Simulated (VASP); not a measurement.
# C (Im-3m) in VASP: a series of runs

C is run at these levels: LDA; tasks: single point.

Program: VASP 6.6.1. These are calculated values, not measurements. Logs are shortened: lines on timing, memory, paths and dates and some standing lists are left out, and cuts for length are marked.

### 1 The cell of the first run

Symmetry: Im-3m, No. 229, cubic system. Conventional cell: a = 2.326 Å, b = 2.326 Å, c = 2.326 Å, α = 90.00°, β = 90.00°, γ = 90.00°. Within 2.7 Å of C (site symmetry m-3m) lie 14 C at 2.01 to 2.33 Å.

### 2 Single point, LDA

INCAR

```
PREC = Accurate
ENCUT = 600
EDIFF = 1E-6
ISMEAR = -1
SIGMA = 0.05
LREAL = False
LASPH = True
NELM = 120
ALGO = Normal
ISIF = 2
LWAVE = False
LCHARG = False
GGA = CA
NBANDS = 8
GGA_COMPAT = False
```

KPOINTS

```
regular mesh
0
Gamma
  23 23 23
```

POSCAR

```
C
1.0
   -1.1629006232      1.1629006232      1.1629006232
    1.1629006232     -1.1629006232      1.1629006232
    1.1629006232      1.1629006232     -1.1629006232
C
1
Direct
    0.0000000000      0.0000000000      0.0000000000
```

Potentials or basis: VASP PAW LDA potentials, release 64 (C).

Started as:

```sh
cat potpaw_LDA.64/C/POTCAR > POTCAR
mpirun -np 1 vasp_std > vasp.out
```

OUTCAR:

```text
PREC = Accurate
   ENCUT = 600
   EDIFF = 1E-6
   ISMEAR = -1
   LREAL = False
   LASPH = True
   NELM = 120
   ISIF = 2
   GGA = CA

 ion  position               nearest neighbor table
   1  0.000  0.000  0.000-

  LATTYP: Found a body centered cubic cell.
 ALAT       =     2.3258012464

  Lattice vectors:

 A1 = (  -1.1629006232,   1.1629006232,   1.1629006232)
 A2 = (   1.1629006232,  -1.1629006232,   1.1629006232)
 A3 = (   1.1629006232,   1.1629006232,  -1.1629006232)

Analysis of symmetry for initial positions (statically):
=====================================================================
 Subroutine PRICEL returns:
 Original cell was already a primitive cell.

 Routine SETGRP: Setting up the symmetry group for a
 body centered cubic supercell.

 Subroutine GETGRP returns: Found 48 space group operations
 (whereof 48 operations were pure point group operations)
 out of a pool of 48 trial point group operations.

The static configuration has the point symmetry O_h .

Analysis of symmetry for dynamics (positions and initial velocities):
=====================================================================
 Subroutine PRICEL returns:
 Original cell was already a primitive cell.

 Routine SETGRP: Setting up the symmetry group for a
 body centered cubic supercell.

 Subroutine GETGRP returns: Found 48 space group operations
 (whereof 48 operations were pure point group operations)
 out of a pool of 48 trial point group operations.

The dynamic configuration has the point symmetry O_h .

 Subroutine INISYM returns: Found 48 space group operations
 (whereof 48 operations are pure point group operations),
 and found     1 'primitive' translations

----------------------------------------------------------------------------------------

                                     Primitive cell

  volume of cell :       6.2905

  direct lattice vectors                    reciprocal lattice vectors
    -1.162900623  1.162900623  1.162900623     0.000000000  0.429959353  0.429959353
     1.162900623 -1.162900623  1.162900623     0.429959353  0.000000000  0.429959353
     1.162900623  1.162900623 -1.162900623     0.429959353  0.429959353  0.000000000

  length of vectors
     2.014202964  2.014202964  2.014202964     0.608054349  0.608054349  0.608054349

  position of ions in fractional coordinates (direct lattice)
     0.000000000  0.000000000  0.000000000

  ion indices of the primitive-cell ions
   primitive index   ion index
                 1           1

----------------------------------------------------------------------------------------

 KPOINTS: regular mesh

Automatic generation of k-mesh.
 Grid dimensions read from file:
 generate k-points for:   23   23   23

 Generating k-lattice:

  Cartesian coordinates                     Fractional coordinates (reciprocal lattice)
     0.000000000  0.018693885  0.018693885     0.043478261  0.000000000  0.000000000
     0.018693885  0.000000000  0.018693885     0.000000000  0.043478261  0.000000000
     0.018693885  0.018693885  0.000000000     0.000000000  0.000000000  0.043478261

  Length of vectors
     0.026437146  0.026437146  0.026437146

  Shift w.r.t. Gamma in fractional coordinates (k-lattice)
     0.000000000  0.000000000  0.000000000

 Subroutine IBZKPT returns following result:
 ===========================================

 Found    364 irreducible k-points:

 Following reciprocal coordinates:
            Coordinates               Weight
  0.000000  0.000000  0.000000      1.000000
  0.043478  0.000000  0.000000     12.000000
  0.086957  0.000000  0.000000     12.000000
  0.130435  0.000000  0.000000     12.000000
  0.173913  0.000000  0.000000     12.000000
  0.217391  0.000000  0.000000     12.000000
[... 16 lines left out ...]
  0.478261  0.043478  0.000000     24.000000
  0.086957  0.086957  0.000000     24.000000
 [... further k-points ...]
   k-points           NKPTS =    364   k-points in BZ     NKDIM =    364   number of bands    NBANDS=      8
   number of dos      NEDOS =    301   number of ions     NIONS =      1
   total plane-waves  NPLWV =   4096
   dimension x,y,z NGX =    16 NGY =   16 NGZ =   16
   dimension x,y,z NGXF=    32 NGYF=   32 NGZF=   32
   ions per type =               1
   NGX,Y,Z   is equivalent  to a cutoff of  13.21, 13.21, 13.21 a.u.
   NGXF,Y,Z  is equivalent  to a cutoff of  26.41, 26.41, 26.41 a.u.
 SYSTEM =  unknown system
   PREC   = accura    normal or accurate (medium, high low for compatibility)
   ISTART =      0    job   : 0-new  1-cont  2-samecut
   ICHARG =      2    charge: 1-file 2-atom 10-const
   ISPIN  =      1    spin polarized calculation?
   LNONCOLLINEAR =      F non collinear calculations
   LSORBIT =      F    spin-orbit coupling
   LASPH  =      T    aspherical Exc in radial PAW
   ENCUT  =  600.0 eV  44.10 Ry    6.64 a.u.   4.02  4.02  4.02*2*pi/ulx,y,z
   NELM   =    120;   NELMIN=  2; NELMDL= -5     # of ELM steps
   EDIFF  = 0.1E-05   stopping-criterion for ELM
   LREAL  =      F    real-space projection
   EDIFFG = 0.1E-04   stopping-criterion for IOM
   NSW    =      0    number of steps for IOM
   IBRION =     -1    ionic relax: 0-MD 1-quasi-New 2-CG
   NFREE  =      0    steps in history (QN), initial steepest desc. (CG)
   ISIF   =      2    stress and relaxation
   ISYM   =      2    0-nonsym 1-usesym 2-fastsym
   POTIM  = 0.5000    time-step for ionic-motion
   TEBEG  =    0.0;   TEEND  =   0.0 temperature during run
   PSTRESS=    0.0 pullay stress
   NELECT =       4.0000    total number of electrons
   NUPDOWN=      -1.0000    fix difference up-down
   EMIN   =  10.00;   EMAX   =-10.00  energy-range for DOS
   EFERMI =   0.00;   METHOD = LEGACY
   ISMEAR =    -1;   SIGMA  =   0.05  broadening in eV -4-tet -1-fermi 0-gaus
   EFERMI_NEDOS =   21; number of points for ismear=-14 and -15
   IALGO  =     38    algorithm
   IMIX   =      4    mixing-type and parameters
     AMIX     =   0.40;   BMIX     =  1.00
     AMIX_MAG =   1.60;   BMIX_MAG =  1.00
  volume/ion in A,a.u.               =       6.29        42.45
  Fermi-wavevector in a.u.,A,eV,Ry     =   1.407772  2.660303 26.964314  1.981821
  Thomas-Fermi vector in A             =   2.529997
   LORBIT       =      0    0 simple, 1 ext, 2 COOP (PROOUT), +10 PAW based schemes
   GGA     = CA    functional components
   LHFCALC =     F    Hartree Fock is set to
   AEXX    =    0.0000 exact exchange contribution
   IVDW    =     0    specifies the selected vdW correction
   LEPSILON=     F    determine dielectric tensor
   LRPA    =     F    only Hartree local field effects (RPA)
 non-spin polarized calculation
  energy-cutoff  :      600.00
  volume of cell :        6.29
 maximum number of plane-waves:       236
   NGX =  7   NGY =  7   NGZ =  7

 number of electron       4.0000000 magnetization

 Free energy of the ion-electron system (eV)
  ---------------------------------------------------
  ext. energy  EPLUGINS =         0.00000000
  ---------------------------------------------------
  free energy    TOTEN  =        -5.78319655 eV

  energy without entropy =       -5.77989421  energy(sigma->0) =       -5.78154538

 E-fermi :   9.3557     XC(G=0): -13.5146

 val. band max:        9.3402261954   @ k =   0.1739   0.1739   0.1304
 cond. band min:       9.3619619980   @ k =   0.2174   0.1304   0.0870
 fundamental gap:      0.0217358026
 Fermi energy:         9.3557325580

 k-point     1 :       0.0000    0.0000    0.0000
  band No.  band energies     occupation
      1     -10.9269      2.00000
      2      18.8860      0.00000
      3      18.8860      0.00000
      4      18.8860      0.00000
      5      43.6716      0.00000
      6      43.6716      0.00000
      7      43.6716      0.00000
      8      47.1679      0.00000

 k-point     2 :       0.0435    0.0000    0.0000
  band No.  band energies     occupation
      1     -10.8393      2.00000
      2      18.6749      0.00000
      3      18.7586      0.00000
      4      18.8599      0.00000
      5      42.9736      0.00000
      6      42.9913      0.00000
      7      43.9866      0.00000
      8      46.5575      0.00000

 k-point     3 :       0.0870    0.0000    0.0000
  band No.  band energies     occupation
      1     -10.5764      2.00000
      2      18.0434      0.00000
      3      18.3988      0.00000
      4      18.7829      0.00000
      5      40.9704      0.00000
      6      41.5097      0.00000
      7      44.9090      0.00000
      8      46.1919      0.00000

 k-point     4 :       0.1304    0.0000    0.0000
  band No.  band energies     occupation
      1     -10.1386      2.00000
      2      17.0022      0.00000
      3      17.8641      0.00000
      4      18.6589      0.00000
      5      38.7280      0.00000
      6      39.9098      0.00000
      7      45.4040      0.00000
      8      46.3786      0.00000

 k-point     5 :       0.1739    0.0000    0.0000
  band No.  band energies     occupation
      1      -9.5268      2.00000
      2      15.5836      0.00000
      3      17.2259      0.00000
      4      18.4953      0.00000
      5      36.8008      0.00000
      6      38.3873      0.00000
      7      44.9179      0.00000
      8      46.7502      0.00000
[... 177 lines left out ...]
 k-point    22 :       0.4348    0.0435    0.0000
  band No.  band energies     occupation
      1      -1.4261      2.00000
      2       2.4546      2.00000
      3      13.8503      0.00000
      4      17.1881      0.00000
      5      32.1835      0.00000
      6      33.0984      0.00000
      7      45.6166      0.00000
      8      47.5771      0.00000

 k-point    23 :       0.4783    0.0435    0.0000
  band No.  band energies     occupation
      1      -0.0054      2.00000
      2       0.9085      2.00000
      3      13.7806      0.00000
      4      17.1569      0.00000
      5      32.1315      0.00000
      6      33.0039      0.00000
      7      45.6147      0.00000
      8      47.7808      0.00000

 k-point    24 :       0.0870    0.0870    0.0000
  band No.  band energies     occupation
      1      -9.8763      2.00000
      2      16.5324      0.00000
      3      17.6283      0.00000
      4      18.3474      0.00000
      5      38.0773      0.00000
      6      38.9795      0.00000
      7      44.6882      0.00000
      8      46.2076      0.00000

 [... further k-points ...]
[... 5 lines left out ...]
  --------------------------------------------------------------------------------------
  -------------------------------------------------------------------------------------
  Total        0.0329199      0.0329199      0.0329199      0.0000000      0.0000000      0.0000000
  in kB        8.3845741      8.3845741      8.3845741      0.0000000      0.0000000      0.0000000
  external PRESSURE =       8.3845741 kB  Pullay stress =       0.0000000 kB

 VOLUME and BASIS-vectors are now :
 -----------------------------------------------------------------------------
  energy-cutoff  :      600.00
  volume of cell :        6.29
      direct lattice vectors                 reciprocal lattice vectors
    -1.162900623  1.162900623  1.162900623     0.000000000  0.429959353  0.429959353
     1.162900623 -1.162900623  1.162900623     0.429959353  0.000000000  0.429959353
     1.162900623  1.162900623 -1.162900623     0.429959353  0.429959353  0.000000000

 POSITION                                       TOTAL-FORCE (eV/Angst)
 -----------------------------------------------------------------------------------
      0.00000      0.00000      0.00000         0.000000      0.000000      0.000000
 -----------------------------------------------------------------------------------
    total drift:                                0.000000     -0.000000     -0.000000

  FREE ENERGIE OF THE ION-ELECTRON SYSTEM (eV)
  ---------------------------------------------------
  free  energy   TOTEN  =        -5.7831965545 eV

  energy  without entropy=       -5.7798942103  energy(sigma->0) =       -5.78154538
```

Wall time 7 s (1 thread of AMD EPYC 9R45 (Zen 5), shared host); peak memory 0.09 GiB.

Results:

| Property | Result |
| --- | --- |
| Free energy | -5.7832 eV |
| Pressure | 0.8 GPa |
| Band gap on the k mesh | zero (band 2 reaches 18.89 eV, above the bottom of band 3 at 3.97 eV) |

### 3 Single point, LDA

Changes to INCAR since step 2:

```diff
@@ -12,3 +12,2 @@
 LCHARG = False
-GGA = CA
 NBANDS = 8
```

KPOINTS is that of step 2.

POSCAR is that of step 2.

Potentials or basis: VASP PAW LDA potentials, release 64 (C).

Started as:

```sh
cat potpaw_LDA.64/C/POTCAR > POTCAR
mpirun -np 1 vasp_std > vasp.out
```

OUTCAR:

```text
PREC = Accurate
   ENCUT = 600
   EDIFF = 1E-6
   ISMEAR = -1
   LREAL = False
   LASPH = True
   NELM = 120
   ISIF = 2

 ion  position               nearest neighbor table
   1  0.000  0.000  0.000-

  LATTYP: Found a body centered cubic cell.
 ALAT       =     2.3258012464

  Lattice vectors:

 A1 = (  -1.1629006232,   1.1629006232,   1.1629006232)
 A2 = (   1.1629006232,  -1.1629006232,   1.1629006232)
 A3 = (   1.1629006232,   1.1629006232,  -1.1629006232)

Analysis of symmetry for initial positions (statically):
=====================================================================
 Subroutine PRICEL returns:
 Original cell was already a primitive cell.

 Routine SETGRP: Setting up the symmetry group for a
 body centered cubic supercell.

 Subroutine GETGRP returns: Found 48 space group operations
 (whereof 48 operations were pure point group operations)
 out of a pool of 48 trial point group operations.

The static configuration has the point symmetry O_h .

Analysis of symmetry for dynamics (positions and initial velocities):
=====================================================================
 Subroutine PRICEL returns:
 Original cell was already a primitive cell.

 Routine SETGRP: Setting up the symmetry group for a
 body centered cubic supercell.

 Subroutine GETGRP returns: Found 48 space group operations
 (whereof 48 operations were pure point group operations)
 out of a pool of 48 trial point group operations.

The dynamic configuration has the point symmetry O_h .

 Subroutine INISYM returns: Found 48 space group operations
 (whereof 48 operations are pure point group operations),
 and found     1 'primitive' translations

----------------------------------------------------------------------------------------

                                     Primitive cell

  volume of cell :       6.2905
[... 100 lines left out ...]
   EMIN   =  10.00;   EMAX   =-10.00  energy-range for DOS
   EFERMI =   0.00;   METHOD = LEGACY
   ISMEAR =    -1;   SIGMA  =   0.05  broadening in eV -4-tet -1-fermi 0-gaus
   EFERMI_NEDOS =   21; number of points for ismear=-14 and -15
   IALGO  =     38    algorithm
   IMIX   =      4    mixing-type and parameters
     AMIX     =   0.40;   BMIX     =  1.00
     AMIX_MAG =   1.60;   BMIX_MAG =  1.00
  volume/ion in A,a.u.               =       6.29        42.45
  Fermi-wavevector in a.u.,A,eV,Ry     =   1.407772  2.660303 26.964314  1.981821
  Thomas-Fermi vector in A             =   2.529997
   LORBIT       =      0    0 simple, 1 ext, 2 COOP (PROOUT), +10 PAW based schemes
   GGA     = CA    functional components
   LHFCALC =     F    Hartree Fock is set to
   AEXX    =    0.0000 exact exchange contribution
   IVDW    =     0    specifies the selected vdW correction
   LEPSILON=     F    determine dielectric tensor
   LRPA    =     F    only Hartree local field effects (RPA)
 non-spin polarized calculation
  energy-cutoff  :      600.00
  volume of cell :        6.29
 maximum number of plane-waves:       236
   NGX =  7   NGY =  7   NGZ =  7

 number of electron       4.0000000 magnetization

 Free energy of the ion-electron system (eV)
  ---------------------------------------------------
  ext. energy  EPLUGINS =         0.00000000
  ---------------------------------------------------
  free energy    TOTEN  =        -5.78319655 eV

  energy without entropy =       -5.77989421  energy(sigma->0) =       -5.78154538

 E-fermi :   9.3557     XC(G=0): -13.5146

 val. band max:        9.3402261954   @ k =   0.1739   0.1739   0.1304
 cond. band min:       9.3619619980   @ k =   0.2174   0.1304   0.0870
 fundamental gap:      0.0217358026
 Fermi energy:         9.3557325580

 k-point     1 :       0.0000    0.0000    0.0000
  band No.  band energies     occupation
      1     -10.9269      2.00000
      2      18.8860      0.00000
      3      18.8860      0.00000
      4      18.8860      0.00000
      5      43.6716      0.00000
      6      43.6716      0.00000
      7      43.6716      0.00000
      8      47.1679      0.00000
[... 243 lines left out ...]
 k-point    24 :       0.0870    0.0870    0.0000
  band No.  band energies     occupation
      1      -9.8763      2.00000
      2      16.5324      0.00000
      3      17.6283      0.00000
      4      18.3474      0.00000
      5      38.0773      0.00000
      6      38.9795      0.00000
      7      44.6882      0.00000
      8      46.2076      0.00000

 [... further k-points ...]
[... 5 lines left out ...]
  --------------------------------------------------------------------------------------
  -------------------------------------------------------------------------------------
  Total        0.0329199      0.0329199      0.0329199      0.0000000      0.0000000      0.0000000
  in kB        8.3845741      8.3845741      8.3845741      0.0000000      0.0000000      0.0000000
  external PRESSURE =       8.3845741 kB  Pullay stress =       0.0000000 kB

 VOLUME and BASIS-vectors are now :
 -----------------------------------------------------------------------------
  energy-cutoff  :      600.00
  volume of cell :        6.29
      direct lattice vectors                 reciprocal lattice vectors
    -1.162900623  1.162900623  1.162900623     0.000000000  0.429959353  0.429959353
     1.162900623 -1.162900623  1.162900623     0.429959353  0.000000000  0.429959353
     1.162900623  1.162900623 -1.162900623     0.429959353  0.429959353  0.000000000

 POSITION                                       TOTAL-FORCE (eV/Angst)
 -----------------------------------------------------------------------------------
      0.00000      0.00000      0.00000         0.000000      0.000000      0.000000
 -----------------------------------------------------------------------------------
    total drift:                                0.000000     -0.000000     -0.000000

  FREE ENERGIE OF THE ION-ELECTRON SYSTEM (eV)
  ---------------------------------------------------
  free  energy   TOTEN  =        -5.7831965545 eV

  energy  without entropy=       -5.7798942103  energy(sigma->0) =       -5.78154538
```

OSZICAR:

```text
N       E                     dE             d eps       ncg     rms          rms(c)
DAV:   1    -0.389160438707E+01   -0.38916E+01   -0.26622E+03  6384   0.543E+02
DAV:   2    -0.577589004727E+01   -0.18843E+01   -0.17440E+01  7656   0.319E+01
DAV:   3    -0.578139790206E+01   -0.55079E-02   -0.55031E-02  6544   0.191E+00
DAV:   4    -0.578139919573E+01   -0.12937E-05   -0.12929E-05  8264   0.284E-02
DAV:   5    -0.578139919515E+01    0.58378E-09   -0.12783E-09  6672   0.172E-04    0.105E+00
DAV:   6    -0.578249392260E+01   -0.10947E-02   -0.10789E-04  7064   0.839E-02    0.621E-01
DAV:   7    -0.578319700974E+01   -0.70309E-03   -0.24718E-04  6408   0.128E-01    0.370E-02
DAV:   8    -0.578319655446E+01    0.45529E-06   -0.35487E-06  6512   0.124E-02
   1 F= -.57831966E+01 E0= -.57815454E+01  d E =-.330234E-02
```

It took 7 s on 1 thread of AMD EPYC 9R45 (Zen 5), shared host; peak memory 0.09 GiB.

What came out:

| Quantity | Value |
| --- | --- |
| Free energy | -5.7832 eV |
| Pressure | 0.8 GPa |
| Band gap on the k mesh | zero (band 2 reaches 18.89 eV, above the bottom of band 3 at 3.97 eV) |

Levels at points of the mesh, in eV from the Fermi level:
| k point | band 1 | band 2 | band 3 | band 4 | band 5 | band 6 | band 7 |
| --- | --- | --- | --- | --- | --- | --- | --- |
| (0.00, 0.00, 0.00) | -20.28 | 9.53 | 9.53 | 9.53 | 34.32 | 34.32 | 34.32 |
